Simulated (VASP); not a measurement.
# Hf2Se3S3 in VASP: further runs

Hf2Se3S3 is run at these levels: PBE+D3(BJ); tasks: single point.

Program: VASP 6.6.1. These are calculated values, not measurements. Logs are shortened: lines on timing, memory, paths and dates and some standing lists are left out, and cuts for length are marked.

### Step 1. The cell of the first run

The cell holds a disordered packing, 16 atoms: a = 7.367 Å, b = 7.510 Å, c = 7.374 Å, α = 90.64°, β = 90.28°, γ = 90.68°.

### Step 2. Single point, PBE+D3(BJ)

The input, INCAR:

```
ALGO = Normal
EDIFF = 1E-6
ENCUT = 400
GGA = PE
GGA_COMPAT = False
ISIF = 2
ISMEAR = -1
ISYM = -1
IVDW = 12
LASPH = True
LCHARG = False
LREAL = Auto
LWAVE = False
NBANDS = 70
NELM = 120
PREC = Accurate
SIGMA = 0.1896
```

The input, KPOINTS:

```
explicit points
1
Reciprocal
  0.25000000   0.25000000   0.25000000 1
```

The input, POSCAR:

```
Hf2Se3S3
1.0
    7.3673110000     -0.0439010000     -0.0180960000
   -0.0439010000      7.5102110000     -0.0415870000
   -0.0180960000     -0.0415870000      7.3739650000
Hf Se S
4 6 6
Direct
    0.0780658909      0.6415025425      0.9596094973
    0.5471297191      0.6199035847      0.4575270956
    0.4571198978      0.9266533295      0.0743503358
    0.8578500108      0.2841888907      0.2047769710
    0.7278655072      0.0872782149      0.9530811569
    0.2356744213      0.4489238057      0.1896304307
    0.6256853617      0.0407266986      0.3915619485
    0.8315693661      0.7371235488      0.6686382206
    0.4828706131      0.3718520409      0.6660202805
    0.0106212458      0.2078601944      0.5737041719
    0.2085065748      0.7919839973      0.2388313985
    0.2675912679      0.7651710908      0.7575881499
    0.5754165876      0.5569757791      0.0891446719
    0.0178473901      0.5255093178      0.6154889971
    0.8143991732      0.6485888773      0.1945892384
    0.1811506963      0.2185699099      0.9922679006
```

Potentials or basis: VASP PAW PBE potentials, release 64 (Hf_pv, Se, S).

Launch:

```bash
$ cat potpaw_PBE.64/Hf_pv/POTCAR potpaw_PBE.64/Se/POTCAR potpaw_PBE.64/S/POTCAR > POTCAR
$ mpirun -np 1 vasp_std > vasp.out
```

OUTCAR:

```text
EDIFF = 1E-6
   ENCUT = 400
   GGA = PE
   ISIF = 2
   ISMEAR = -1
   ISYM = -1
   IVDW = 12
   LASPH = True
   LREAL = Auto
   NELM = 120
   PREC = Accurate
 IVDW          = 12

 ion  position               nearest neighbor table
   1  0.078  0.642  0.960-  12 2.25  11 2.52   6 2.53  15 2.61  14 2.71   8 2.91  16 3.29   3 3.59
                             4 3.62
   2  0.547  0.620  0.458-   9 2.47   8 2.74  13 2.76  15 2.78  12 3.22   7 3.25  11 3.25   6 3.26
                             3 3.73
   3  0.457  0.927  0.074-  11 2.42   5 2.49   7 2.77  13 2.92  12 2.96  16 3.07   1 3.59   2 3.73

   4  0.858  0.284  0.205-   5 2.54  15 2.76   7 2.86  16 2.90  10 3.00   6 3.04  13 3.06   1 3.62

   5  0.728  0.087  0.953-   3 2.49   4 2.54
   6  0.236  0.449  0.190-  16 2.28   1 2.53  11 2.61  13 2.73   4 3.04   2 3.26
   7  0.626  0.041  0.392-   3 2.77   4 2.86   2 3.25
   8  0.832  0.737  0.669-  14 2.15   2 2.74   1 2.91
   9  0.483  0.372  0.666-   2 2.47
  10  0.011  0.208  0.574-  14 2.40   4 3.00
  11  0.209  0.792  0.239-   3 2.42   1 2.52   6 2.61   2 3.25
  12  0.268  0.765  0.758-   1 2.25  14 2.75   3 2.96   2 3.22
  13  0.575  0.557  0.089-  15 2.03   6 2.73   2 2.76   3 2.92   4 3.06
  14  0.018  0.526  0.615-   8 2.15  10 2.40   1 2.71  12 2.75
  15  0.814  0.649  0.195-  13 2.03   1 2.61   4 2.76   2 2.78
  16  0.181  0.219  0.992-   6 2.28   4 2.90   3 3.07   1 3.29

IMPORTANT INFORMATION: All symmetrisations will be switched off!
NOSYMM: (Re-)initialisation of all symmetry stuff for point group C_1.

----------------------------------------------------------------------------------------

                                     Primitive cell

  volume of cell :     407.9724

  direct lattice vectors                    reciprocal lattice vectors
     7.367311000 -0.043901000 -0.018096000     0.135740303  0.000795340  0.000337598
    -0.043901000  7.510211000 -0.041587000     0.000795340  0.133160870  0.000752940
    -0.018096000 -0.041587000  7.373965000     0.000337598  0.000752940  0.135617327

  length of vectors
     7.367464023  7.510454450  7.374104472     0.135743053  0.133165374  0.135619837

  position of ions in fractional coordinates (direct lattice)
     0.078065891  0.641502542  0.959609497
     0.547129719  0.619903585  0.457527096
     0.457119898  0.926653329  0.074350336
     0.857850011  0.284188891  0.204776971
     0.727865507  0.087278215  0.953081157
     0.235674421  0.448923806  0.189630431
[... 8 lines left out ...]
     0.814399173  0.648588877  0.194589238
     0.181150696  0.218569910  0.992267901

  ion indices of the primitive-cell ions
   primitive index   ion index
                 1           1
[... 52 lines left out ...]
   ISYM   =     -1    0-nonsym 1-usesym 2-fastsym
   POTIM  = 0.5000    time-step for ionic-motion
   TEBEG  =    0.0;   TEEND  =   0.0 temperature during run
   PSTRESS=    0.0 pullay stress
   NELECT =     112.0000    total number of electrons
   NUPDOWN=      -1.0000    fix difference up-down
   EMIN   =  10.00;   EMAX   =-10.00  energy-range for DOS
   EFERMI =   0.00;   METHOD = LEGACY
   ISMEAR =    -1;   SIGMA  =   0.19  broadening in eV -4-tet -1-fermi 0-gaus
   EFERMI_NEDOS =   21; number of points for ismear=-14 and -15
   IALGO  =     38    algorithm
   IMIX   =      4    mixing-type and parameters
     AMIX     =   0.40;   BMIX     =  1.00
     AMIX_MAG =   1.60;   BMIX_MAG =  1.00
  volume/ion in A,a.u.               =      25.50       172.07
  Fermi-wavevector in a.u.,A,eV,Ry     =   1.063989  2.010648 15.402789  1.132073
  Thomas-Fermi vector in A             =   2.199493
   LORBIT       =      0    0 simple, 1 ext, 2 COOP (PROOUT), +10 PAW based schemes
   GGA     = PE    functional components
   LHFCALC =     F    Hartree Fock is set to
   AEXX    =    0.0000 exact exchange contribution
   IVDW    =    12    specifies the selected vdW correction
   LEPSILON=     F    determine dielectric tensor
   LRPA    =     F    only Hartree local field effects (RPA)
 non-spin polarized calculation
  energy-cutoff  :      400.00
  volume of cell :      407.97
 maximum number of plane-waves:      7418
 NGX is ok and might be reduce to    48
   NGX = 25   NGY = 25   NGZ = 25

 number of electron     111.9999994 magnetization

 Free energy of the ion-electron system (eV)
  ---------------------------------------------------
  ext. energy  EPLUGINS =         0.00000000
  ---------------------------------------------------
  free energy    TOTEN  =       -92.15210330 eV

  energy without entropy =      -91.53064022  energy(sigma->0) =      -91.84137176

 E-fermi :   3.4281     XC(G=0):  -9.1903

 val. band max:        3.1331109951   @ k =   0.2500   0.2500   0.2500
 cond. band min:       3.7390655890   @ k =   0.2500   0.2500   0.2500
 fundamental gap:      0.6059545939
 Fermi energy:         3.4281349518

 k-point     1 :       0.2500    0.2500    0.2500
  band No.  band energies     occupation
      1     -28.9298      2.00000
      2     -28.7904      2.00000
      3     -28.7355      2.00000
      4     -28.7100      2.00000
      5     -28.6284      2.00000
      6     -28.5827      2.00000
[... 60 lines left out ...]
     67       5.5205      0.00003
     68       5.6025      0.00002
 [bands above 68 left out]

------------------------ aborting loop because EDIFF is reached ----------------------------------------

 Edisp (eV)   -5.01620

 E8    (eV) :    -2.1651

  FORCE on cell =-STRESS in cart. coord.  units (eV):
  Direction    XX          YY          ZZ          XY          YZ          ZX
  --------------------------------------------------------------------------------------
  -------------------------------------------------------------------------------------
  Total       2.44388    -8.41225   -14.75264     4.31237     1.80457    -3.47585
  in kB       9.59751   -33.03636   -57.93612    16.93540     7.08684   -13.65025
  external pressure =      -27.12 kB  Pullay stress =        0.00 kB

 VOLUME and BASIS-vectors are now :
 -----------------------------------------------------------------------------
  energy-cutoff  :      400.00
  volume of cell :      407.97
      direct lattice vectors                 reciprocal lattice vectors
     7.367311000 -0.043901000 -0.018096000     0.135740303  0.000795340  0.000337598
    -0.043901000  7.510211000 -0.041587000     0.000795340  0.133160870  0.000752940
    -0.018096000 -0.041587000  7.373965000     0.000337598  0.000752940  0.135617327

 POSITION                                       TOTAL-FORCE (eV/Angst)
 -----------------------------------------------------------------------------------
      0.52961      4.77449      7.04804        -1.443376     -0.694648      0.420850
      3.99538      4.61256      3.33811        -0.449791      0.516613     -0.058084
      3.32572      6.93620      0.50145        -0.727076     -0.275236      0.360322
      6.30387      2.08814      1.48268         0.940078     -0.485641      1.105710
      5.34133      0.58389      7.01119         0.504921      0.476554     -1.177195
      1.71315      3.35328      1.37539        -0.603441     -1.210079      0.237603
[... 8 lines left out ...]
      5.96794      4.82719      1.39318         1.561834     -0.610752      0.753436
      1.30704      1.59229      7.30458        -0.693180     -0.876394      0.950035
 -----------------------------------------------------------------------------------
    total drift:                                0.009118      0.005896     -0.004454

  FREE ENERGIE OF THE ION-ELECTRON SYSTEM (eV)
  ---------------------------------------------------
  free  energy   TOTEN  =       -97.1683070068 eV

  energy  without entropy=      -96.5468439212  energy(sigma->0) =      -96.85757546
```

OSZICAR:

```text
N       E                     dE             d eps       ncg     rms          rms(c)
DAV:   1     0.614923841914E+03    0.61492E+03   -0.45548E+04   156   0.115E+03
DAV:   2    -0.390285018085E+02   -0.65395E+03   -0.62839E+03   170   0.271E+02
DAV:   3    -0.990791931649E+02   -0.60051E+02   -0.58540E+02   176   0.709E+01
DAV:   4    -0.101002382383E+03   -0.19232E+01   -0.19112E+01   176   0.138E+01
DAV:   5    -0.101066406350E+03   -0.64024E-01   -0.63936E-01   192   0.237E+00    0.787E+01
DAV:   6    -0.925443897788E+02    0.85220E+01   -0.30612E+01   184   0.131E+01    0.551E+01
DAV:   7    -0.925194523023E+02    0.24937E-01   -0.77521E+00   184   0.784E+00    0.169E+01
DAV:   8    -0.922065365332E+02    0.31292E+00   -0.25297E+00   184   0.443E+00    0.302E+00
DAV:   9    -0.921564126717E+02    0.50124E-01   -0.37789E-01   176   0.179E+00    0.236E+00
DAV:  10    -0.921528066001E+02    0.36061E-02   -0.52747E-02   176   0.710E-01    0.897E-01
DAV:  11    -0.921520035881E+02    0.80301E-03   -0.71530E-03   176   0.272E-01    0.469E-01
DAV:  12    -0.921521161513E+02   -0.11256E-03   -0.16236E-03   168   0.125E-01    0.110E-01
DAV:  13    -0.921520985374E+02    0.17614E-04   -0.26042E-04   184   0.500E-02    0.586E-02
DAV:  14    -0.921521009266E+02   -0.23892E-05   -0.64433E-05   176   0.233E-02    0.313E-02
DAV:  15    -0.921521031221E+02   -0.21955E-05   -0.10084E-05   160   0.106E-02    0.105E-02
DAV:  16    -0.921521033032E+02   -0.18111E-06   -0.19556E-06    96   0.447E-03
   1 F= -.97168307E+02 E0= -.96857575E+02  d E =-.621463E+00
```

stdout:

```text
POSCAR found type information on POSCAR HfSeS
 POSCAR found :  3 types and      16 ions
 scaLAPACK will be used
 LDA part: xc-table for (Slater+PW92), standard interpolation
 POSCAR, INCAR and KPOINTS ok, starting setup
 FFT: planning ... GRIDC
 FFT: planning ... GRID_SOFT
 FFT: planning ... GRID
 WAVECAR not read
 entering main loop
```

Wall time 34 s (1 thread of AMD EPYC 9R45 (Zen 5), shared host); peak memory 0.29 GiB.

Results:

```yaml
Free_energy: -97.1683 eV
Pressure: -2.7 GPa
Largest_force: 4.085 eV/Å
Dispersion_energy_per_atom: -0.314 eV
```

Forces on the atoms (eV/Å):
```
Hf  -1.443 -0.695  0.421
Hf  -0.450  0.517 -0.058
Hf  -0.727 -0.275  0.360
Hf   0.940 -0.486  1.106
Se   0.505  0.477 -1.177
Se  -0.603 -1.210  0.238
Se  -0.813 -0.237 -0.898
Se  -1.760  0.925  0.572
Se   0.499  0.651 -1.274
Se  -0.800  0.994 -1.245
S    0.105  0.813  0.948
S    3.376  2.234 -0.544
S   -1.297  0.323  0.385
S    1.600 -2.543 -0.536
S    1.562 -0.611  0.753
S   -0.693 -0.876  0.950
```

Stress tensor (GPa, compression positive):
```
 0.96  1.69 -1.37
 1.69 -3.30  0.71
-1.37  0.71 -5.79
```

Levels at points of the mesh, in eV from the Fermi level:
```csv
k point,band 52,band 53,band 54,band 55,band 56,band 57,band 58,band 59,band 60,band 61
"(0.25, 0.25, 0.25)",-1.12,-0.98,-0.76,-0.57,-0.30,0.31,0.55,0.70,0.99,1.14
```

Caveat: the atoms stand as in a frame of molecular dynamics; spin-orbit coupling is left out, which moves the levels of the heavy elements.

### Step 3. Single point, PBE+D3(BJ)

The input, INCAR:

```
SYSTEM = Hf2Se3S3
ALGO = Normal
EDIFF = 1E-6
ENCUT = 400
GGA = PE
GGA_COMPAT = .False.
ISIF = 2
ISMEAR = -1
ISYM = -1
IVDW = 12
LASPH = .True.
LCHARG = .False.
LREAL = Auto
LWAVE = .False.
NBANDS = 70
NELM = 120
PREC = Accurate
SIGMA = 0.1896
```

KPOINTS is that of step 2.

The input, POSCAR:

```
Hf2Se3S3
1.0
    7.3673110000     -0.0439010000     -0.0180960000
   -0.0439010000      7.5102110000     -0.0415870000
   -0.0180960000     -0.0415870000      7.3739650000
Hf Se S
4 6 6
Direct
    0.0737494713      0.6404251467      0.9811553121
    0.5349007077      0.7339388845      0.5085773908
    0.4166964554      0.8938203687      0.0355200827
    0.8825829291      0.2131481947      0.2075322319
    0.6730294245      0.0885823631      0.9245815535
    0.2542037859      0.3799216979      0.1898986333
    0.6440846302     -0.0145933218      0.3284948414
    0.8128297105      0.6867523174      0.7361380119
    0.5308384269      0.4024348821      0.5823103461
   -0.0481607372      0.1568281163      0.5343147810
    0.1604790204      0.7821732166      0.2907087660
    0.3430946942      0.8360471002      0.7395563082
    0.4969210333      0.5727737745      0.0583252329
    0.1681641849      0.3964146839      0.6540588132
    0.8501888706      0.5200893673      0.2016674848
    0.1361699496      0.0905965363      1.0650469279
```

Potentials or basis: VASP PAW PBE potentials, release 64 (Hf_pv, Se, S).

Launch:

```bash
$ cat potpaw_PBE.64/Hf_pv/POTCAR potpaw_PBE.64/Se/POTCAR potpaw_PBE.64/S/POTCAR > POTCAR
$ mpirun -np 1 vasp_std > vasp.out
```

Wall time 34 s (1 thread of AMD EPYC 9R45 (Zen 5), shared host); peak memory 0.29 GiB.

The run converged. Its results:

```
Free energy                : -98.5733 eV
Pressure                   : -1.1 GPa
Largest force              : 2.539 eV/Å
Dispersion energy per atom : -0.313 eV
```

Forces on the atoms (eV/Å):
```
Hf   0.290 -1.368  0.662
Hf  -0.506 -1.698  0.150
Hf   0.203  0.295  2.514
Hf  -1.047 -0.224 -0.853
Se   0.870  0.662 -0.079
Se   0.094  0.653 -0.938
Se   0.087  0.415  0.299
Se   0.159  0.224 -0.023
Se  -0.838 -0.233  0.229
Se   0.993  1.024  1.748
S    1.096 -0.561 -1.112
S   -1.758  0.101 -1.422
S   -0.335 -0.058  0.313
S    0.028 -0.307 -0.297
S   -0.651  1.222 -0.450
S    1.314 -0.147 -0.740
```

Stress tensor (GPa, compression positive):
```
-2.10  0.38 -1.42
 0.38  0.64 -0.94
-1.42 -0.94 -1.74
```

Levels at points of the mesh, in eV from the Fermi level:
```
           k point  band 54  band 55  band 56  band 57  band 58  band 59
(0.25, 0.25, 0.25)    -0.44    -0.35    -0.22     0.08     0.49     0.63
```

Caveat: the atoms stand as in a frame of molecular dynamics; spin-orbit coupling is left out, which moves the levels of the heavy elements.

(Continued in part 2 of 2.)
